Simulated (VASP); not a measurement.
Here is a VASP 6.6.1 calculation.

The input INCAR:

```
  ALGO = Normal
  EDIFF = 1E-8
  ENCUT = 520
  GGA = PE
  ISIF = 2
  ISMEAR = -1
  LASPH = True
  LCHARG = False
  LEFG = True
  LREAL = False
  LWAVE = False
  NBANDS = 21
  NELM = 60
  PREC = Accurate
  SIGMA = 0.03
```

Contents of KPOINTS:

```
k-points
0
Gamma
  14 14 8
```

POSCAR

```
Ru
1.0
    2.7147887668      0.0000000000      0.0000000000
   -1.3573943834      2.3510760380      0.0000000000
    0.0000000000      0.0000000000      4.2961256859
Ru
2
Direct
    0.3333333333      0.6666666667      0.2500000000
    0.6666666667      0.3333333333      0.7500000000
```

Potentials or basis: VASP PAW PBE potentials, release 64 (Ru_pv).

The run is started by

```sh
$ cat potpaw_PBE.64/Ru_pv/POTCAR > POTCAR
$ mpirun -np 1 vasp_std > vasp.out
```

Question: Estimate the band gap on the k mesh.

Answer: Zero (band 14 reaches 14.26 eV, above the bottom of band 15 at 11.18 eV).

Question: What does it give for the pressure?

Answer: 1.2 GPa.

Electric field gradients, principal values (V/Å²):
| atom | least | middle | greatest (by size) |
| --- | --- | --- | --- |
| 1 Ru | 6.323 | 6.327 | -12.650 |
| 2 Ru | 6.323 | 6.327 | -12.650 |

Caveat: without QUAD_EFG the Cq values of the log hold for a quadrupole moment of 1 mb, not for the nuclei.
